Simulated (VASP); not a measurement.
# W (Fmmm) in VASP: notebook

The runs below take W through single point, with r2SCAN.

Everything below comes from runs of VASP 6.6.1. Logs are shortened: lines on timing, memory, paths and dates and some standing lists are left out, and cuts for length are marked.

## Step 1: The cell of the first run

It takes space group Fmmm (No. 69, orthorhombic). Conventional cell: a = 3.168 Å, b = 4.436 Å, c = 4.526 Å, α = 90.00°, β = 90.00°, γ = 90.00°. Within 3.6 Å of W (site symmetry mmm) lie 14 W at 2.73 to 3.17 Å.

## Step 2: Single point, r2SCAN (strain -0.0200 x Voigt [0, 0, 0, 1, 0, 0])

POSCAR

```
W
1.0
   -1.5841843287      1.5683424854      1.5683424854
    1.5841843287     -1.6000261720      1.6000261720
    1.5841843287      1.6000261720     -1.6000261720
W
1
Direct
    0.0000000000      0.0000000000      0.0000000000
```

INCAR.step1

```
ALGO = Normal
EDIFF = 1E-4
ENCUT = 520
GGA = PE
ISMEAR = 0
LASPH = True
LCHARG = False
LREAL = False
LWAVE = True
NBANDS = 13
NELM = 100
PREC = Accurate
SIGMA = 0.15
```

INCAR.step2

```
ALGO = Normal
EDIFF = 1E-6
ENCUT = 520
ISIF = 2
ISMEAR = 0
ISTART = 1
LASPH = True
LCHARG = False
LMIXTAU = True
LREAL = False
LWAVE = False
METAGGA = R2SCAN
NBANDS = 13
NELM = 100
PREC = Accurate
SIGMA = 0.15
```

KPOINTS

```
k-points
0
Gamma
  26 26 26
```

Potentials or basis: VASP PAW PBE potentials, release 64 (W_sv).

Started as:

```console
$ cat potpaw_PBE.64/W_sv/POTCAR > POTCAR
$ cp INCAR.step1 INCAR
$ mpirun -np 1 vasp_std > vasp.out
$ cp INCAR.step2 INCAR
$ mpirun -np 1 vasp_std > vasp.out
```

OUTCAR:

```text
EDIFF = 1E-6
   ENCUT = 520
   ISIF = 2
   ISMEAR = 0
   ISTART = 1
   LASPH = True
   LREAL = False
   METAGGA = R2SCAN
   NELM = 100
   PREC = Accurate

 ion  position               nearest neighbor table
   1  0.000  0.000  0.000-

  LATTYP: Found a face centered orthorhombic cell.
 ALAT       =     3.1683686574
 B/A-ratio  =     1.4000714267
 C/A-ratio  =     1.4283556980

  Lattice vectors:

 A1 = (   0.0000000000,  -0.0316836866,   3.1683686574)
 A2 = (   1.5841843287,  -1.6000261720,   1.6000261720)
 A3 = (   1.5841843287,   1.5683424854,   1.5683424854)

Analysis of symmetry for initial positions (statically):
=====================================================================
 Subroutine PRICEL returns:
 Original cell was already a primitive cell.

 Routine SETGRP: Setting up the symmetry group for a
 face centered orthorhombic supercell.

 Subroutine GETGRP returns: Found  8 space group operations
 (whereof  8 operations were pure point group operations)
 out of a pool of  8 trial point group operations.

The static configuration has the point symmetry D_2h.

Analysis of symmetry for dynamics (positions and initial velocities):
=====================================================================
 Subroutine PRICEL returns:
 Original cell was already a primitive cell.

 Routine SETGRP: Setting up the symmetry group for a
 face centered orthorhombic supercell.

 Subroutine GETGRP returns: Found  8 space group operations
 (whereof  8 operations were pure point group operations)
 out of a pool of  8 trial point group operations.

The dynamic configuration has the point symmetry D_2h.

 Subroutine INISYM returns: Found  8 space group operations
 (whereof  8 operations are pure point group operations),
 and found     1 'primitive' translations

----------------------------------------------------------------------------------------

                                     Primitive cell

  volume of cell :      15.9013

  direct lattice vectors                    reciprocal lattice vectors
    -1.584184329  1.568342485  1.568342485     0.000000000  0.318807916  0.318807916
     1.584184329 -1.600026172  1.600026172     0.315619837  0.003156514  0.315651402
     1.584184329  1.600026172 -1.600026172     0.315619837  0.315651402  0.003156514

  length of vectors
     2.725625853  2.762210616  2.762210616     0.450862479  0.446387335  0.446387335

  position of ions in fractional coordinates (direct lattice)
     0.000000000  0.000000000  0.000000000

  ion indices of the primitive-cell ions
   primitive index   ion index
                 1           1

----------------------------------------------------------------------------------------

 KPOINTS: k-points

Automatic generation of k-mesh.
 Grid dimensions read from file:
 generate k-points for:   26   26   26

 Generating k-lattice:

  Cartesian coordinates                     Fractional coordinates (reciprocal lattice)
     0.000000000  0.012261843  0.012261843     0.038461538  0.000000000  0.000000000
     0.012139225  0.000121404  0.012140439    -0.000000000  0.038461538  0.000000000
     0.012139225  0.012140439  0.000121404    -0.000000000  0.000000000  0.038461538

  Length of vectors
     0.017340865  0.017168744  0.017168744

  Shift w.r.t. Gamma in fractional coordinates (k-lattice)
     0.000000000  0.000000000  0.000000000

 Subroutine IBZKPT returns following result:
 ===========================================

 Found   2471 irreducible k-points:

 Following reciprocal coordinates:
            Coordinates               Weight
  0.000000  0.000000  0.000000      1.000000
  0.038462  0.000000  0.000000      2.000000
  0.076923  0.000000  0.000000      2.000000
  0.115385  0.000000  0.000000      2.000000
  0.153846  0.000000  0.000000      2.000000
  0.192308  0.000000  0.000000      2.000000
[... 16 lines left out ...]
  0.307692  0.038462 -0.000000      8.000000
  0.346154  0.038462  0.000000      8.000000
 [... further k-points ...]
   k-points           NKPTS =   2471   k-points in BZ     NKDIM =   2471   number of bands    NBANDS=     13
   number of dos      NEDOS =    301   number of ions     NIONS =      1
   total plane-waves  NPLWV =  11520
   dimension x,y,z NGX =    20 NGY =   24 NGZ =   24
   dimension x,y,z NGXF=    40 NGYF=   48 NGZF=   48
   ions per type =               1
   NGX,Y,Z   is equivalent  to a cutoff of  12.20, 14.44, 14.44 a.u.
   NGXF,Y,Z  is equivalent  to a cutoff of  24.40, 28.89, 28.89 a.u.
 SYSTEM =  unknown system
   PREC   = accura    normal or accurate (medium, high low for compatibility)
   ISTART =      1    job   : 0-new  1-cont  2-samecut
   ICHARG =      0    charge: 1-file 2-atom 10-const
   ISPIN  =      1    spin polarized calculation?
   LNONCOLLINEAR =      F non collinear calculations
   LSORBIT =      F    spin-orbit coupling
   LASPH  =      T    aspherical Exc in radial PAW
   ENCUT  =  520.0 eV  38.22 Ry    6.18 a.u.   5.07  5.14  5.14*2*pi/ulx,y,z
   NELM   =    100;   NELMIN=  2; NELMDL=  0     # of ELM steps
   EDIFF  = 0.1E-05   stopping-criterion for ELM
   LREAL  =      F    real-space projection
[... 7 lines left out ...]
   TEBEG  =    0.0;   TEEND  =   0.0 temperature during run
   PSTRESS=    0.0 pullay stress
   NELECT =      14.0000    total number of electrons
   NUPDOWN=      -1.0000    fix difference up-down
   EMIN   =  10.00;   EMAX   =-10.00  energy-range for DOS
   EFERMI =   0.00;   METHOD = LEGACY
   ISMEAR =     0;   SIGMA  =   0.15  broadening in eV -4-tet -1-fermi 0-gaus
   EFERMI_NEDOS =   21; number of points for ismear=-14 and -15
   IALGO  =     38    algorithm
   IMIX   =      4    mixing-type and parameters
     AMIX     =   0.40;   BMIX     =  1.00
     AMIX_MAG =   1.60;   BMIX_MAG =  1.00
  volume/ion in A,a.u.               =      15.90       107.31
  Fermi-wavevector in a.u.,A,eV,Ry     =   1.569060  2.965094 33.496863  2.461950
  Thomas-Fermi vector in A             =   2.670999
   LORBIT       =      0    0 simple, 1 ext, 2 COOP (PROOUT), +10 PAW based schemes
   METAGGA = R2SCAN    functional components
   LHFCALC =     F    Hartree Fock is set to
   AEXX    =    0.0000 exact exchange contribution
   IVDW    =     0    specifies the selected vdW correction
   LEPSILON=     F    determine dielectric tensor
   LRPA    =     F    only Hartree local field effects (RPA)
 non-spin polarized calculation
 Gauss-broadening in eV      SIGMA  =   0.15
  energy-cutoff  :      520.00
  volume of cell :       15.90
 maximum number of plane-waves:       443
   NGX = 11   NGY = 11   NGZ = 11

 number of electron      14.0000002 magnetization

 Free energy of the ion-electron system (eV)
  ---------------------------------------------------
  ext. energy  EPLUGINS =         0.00000000
  ---------------------------------------------------
  free energy    TOTEN  =       -51.35154346 eV

  energy without entropy =      -51.34703529  energy(sigma->0) =      -51.34928937

 E-fermi :  11.2380     XC(G=0): -14.9399

 val. band max:       11.2378013619   @ k =   0.2692  -0.3077   0.3077
 cond. band min:      11.2418974208   @ k =   0.3846  -0.3077   0.2692
 fundamental gap:      0.0040960589
 Fermi energy:        11.2380281376

 k-point     1 :       0.0000    0.0000    0.0000
  band No.  band energies     occupation
      1     -64.8769      2.00000
      2     -27.7731      2.00000
      3     -27.7398      2.00000
      4     -27.7090      2.00000
      5       1.1334      2.00000
      6       9.7737      2.00000
      7       9.9532      2.00000
      8      10.1586      2.00000
      9      13.8014      0.00000
     10      13.8160      0.00000
     11      26.3030      0.00000
     12      26.5002      0.00000
     13      26.6957      0.00000

 k-point     2 :       0.0385    0.0000    0.0000
  band No.  band energies     occupation
      1     -64.8746      2.00000
      2     -27.7731      2.00000
      3     -27.7470      2.00000
      4     -27.7314      2.00000
      5       1.2102      2.00000
      6       9.8481      2.00000
      7       9.9510      2.00000
      8      10.1088      2.00000
      9      13.7231      0.00000
     10      13.7971      0.00000
     11      26.3760      0.00000
     12      26.6324      0.00000
     13      26.8899      0.00000

 k-point     3 :       0.0769    0.0000    0.0000
  band No.  band energies     occupation
      1     -64.8678      2.00000
      2     -27.7969      2.00000
      3     -27.7730      2.00000
      4     -27.7682      2.00000
      5       1.4369      2.00000
      6       9.9367      2.00000
      7       9.9656      2.00000
      8      10.0701      2.00000
      9      13.4817      0.00000
     10      13.7868      0.00000
     11      26.5799      0.00000
     12      27.0223      0.00000
     13      27.4275      0.00000
[... 305 lines left out ...]
 k-point    23 :       0.3077    0.0385   -0.0000
  band No.  band energies     occupation
      1     -64.7591      2.00000
      2     -28.7672      2.00000
      3     -28.0944      2.00000
      4     -27.7797      2.00000
      5       4.5930      2.00000
      6       8.1468      2.00000
      7       9.6054      2.00000
      8      13.2052      0.00000
      9      14.1444      0.00000
     10      14.6771      0.00000
     11      25.2218      0.00000
     12      26.5541      0.00000
     13      33.2100      0.00000

 k-point    24 :       0.3462    0.0385    0.0000
  band No.  band energies     occupation
      1     -64.7432      2.00000
      2     -28.8983      2.00000
      3     -28.1419      2.00000
      4     -27.7797      2.00000
      5       4.7604      2.00000
      6       7.9300      2.00000
      7      10.0847      2.00000
      8      13.4034      0.00000
      9      14.2641      0.00000
     10      15.6400      0.00000
     11      24.4927      0.00000
     12      25.3985      0.00000
     13      31.7740      0.00000

 [... further k-points ...]

------------------------ aborting loop because EDIFF is reached ----------------------------------------

  FORCE on cell =-STRESS in cart. coord.  units (eV):
  Direction    XX          YY          ZZ          XY          YZ          ZX
  --------------------------------------------------------------------------------------
  -------------------------------------------------------------------------------------
  Total        0.1584714      0.1464907      0.1464907      0.0000000      0.3055944      0.0000000
  in kB       15.9671628     14.7600221     14.7600221      0.0000000     30.7908914      0.0000000
  external PRESSURE =      15.1624023 kB  Pullay stress =       0.0000000 kB

 VOLUME and BASIS-vectors are now :
 -----------------------------------------------------------------------------
  energy-cutoff  :      520.00
  volume of cell :       15.90
      direct lattice vectors                 reciprocal lattice vectors
    -1.584184329  1.568342485  1.568342485     0.000000000  0.318807916  0.318807916
     1.584184329 -1.600026172  1.600026172     0.315619837  0.003156514  0.315651402
     1.584184329  1.600026172 -1.600026172     0.315619837  0.315651402  0.003156514

 POSITION                                       TOTAL-FORCE (eV/Angst)
 -----------------------------------------------------------------------------------
      0.00000      0.00000      0.00000        -0.000000      0.000000      0.000000
 -----------------------------------------------------------------------------------
    total drift:                                0.000000      0.000000      0.000000

  FREE ENERGIE OF THE ION-ELECTRON SYSTEM (eV)
  ---------------------------------------------------
  free  energy   TOTEN  =       -51.3515434579 eV

  energy  without entropy=      -51.3470352912  energy(sigma->0) =      -51.34928937
```

Wall time 9.6 min (1 thread of Intel Xeon 6975P-C (Granite Rapids), shared host); peak memory 0.55 GiB.

What came out:

```yaml
Free_energy: -51.3515 eV
Pressure: 1.5 GPa
Band_gap_on_the_k_mesh: zero (bands 7 and 8 overlap by 6.27 eV)
```

Caveat: the cell differs from its parent crystal (strain -0.0200 x Voigt [0, 0, 0, 1, 0, 0]); the PAW data sets were made with another functional, which shifts forces and pressure a little; spin-orbit coupling is left out, which moves the levels of the heavy elements.

## Step 3: Single point, r2SCAN (strain +0.0150 x Voigt [0, 0, 0, 1, 0, 0])

POSCAR

```
W
1.0
   -1.5841843287      1.5960657112      1.5960657112
    1.5841843287     -1.5723029462      1.5723029462
    1.5841843287      1.5723029462     -1.5723029462
W
1
Direct
    0.0000000000      0.0000000000      0.0000000000
```

INCAR.step1

```
SYSTEM = W
  PREC = Accurate
  ENCUT = 520
  ISMEAR = 0
  SIGMA = 0.15
  LREAL = .False.
  LASPH = .True.
  NELM = 80
  NBANDS = 13
  GGA = PE
  ALGO = Normal
  EDIFF = 1E-4
  LWAVE = .True.
  LCHARG = .False.
```

INCAR.step2

```
SYSTEM = W
  PREC = Accurate
  ENCUT = 520
  EDIFF = 1E-7
  ISMEAR = 0
  SIGMA = 0.15
  LREAL = .False.
  LASPH = .True.
  NELM = 80
  ALGO = Normal
  ISIF = 2
  LWAVE = .False.
  LCHARG = .False.
  METAGGA = R2SCAN
  LMIXTAU = .True.
  NBANDS = 13
  ISTART = 1
```

KPOINTS

```
regular mesh
0
Gamma
  26 26 26
  0 0 0
```

Potentials or basis: VASP PAW PBE potentials, release 64 (W_sv).

Started as:

```console
$ cat potpaw_PBE.64/W_sv/POTCAR > POTCAR
$ cp INCAR.step1 INCAR
$ mpirun -np 1 vasp_std > vasp.out
$ cp INCAR.step2 INCAR
$ mpirun -np 1 vasp_std > vasp.out
```

Run time: 7.1 min. Hardware: 1 thread of Intel Xeon 6975P-C (Granite Rapids), shared host; peak memory 0.55 GiB.

The run converged. Its results:

```
Free energy            : -51.3529 eV
Pressure               : 1.4 GPa
Band gap on the k mesh : zero (bands 7 and 8 overlap by 6.33 eV)
```

Stress tensor (GPa, compression positive):
```
 1.46  0.00  0.00
 0.00  1.39 -2.31
 0.00 -2.31  1.39
```

Levels at points of the mesh, in eV from the Fermi level:
```csv
k point,band 5,band 6,band 7,band 8,band 9,band 10
"(0.00, 0.00, 0.00)",-10.10,-1.42,-1.28,-1.13,2.56,2.57
"(0.50, 0.00, 0.00)",-6.55,-3.78,0.39,2.50,3.57,6.22
"(0.00, 0.50, 0.00)",-6.53,-3.73,0.52,2.40,3.44,6.31
"(0.00, 0.50, 0.50)",-6.52,-3.68,0.66,2.30,3.32,6.42
"(0.50, 0.50, 0.50)",-5.99,-5.99,5.15,5.32,5.49,8.43
```

Caveat: the cell differs from its parent crystal (strain +0.0150 x Voigt [0, 0, 0, 1, 0, 0]); the PAW data sets were made with another functional, which shifts forces and pressure a little; spin-orbit coupling is left out, which moves the levels of the heavy elements.
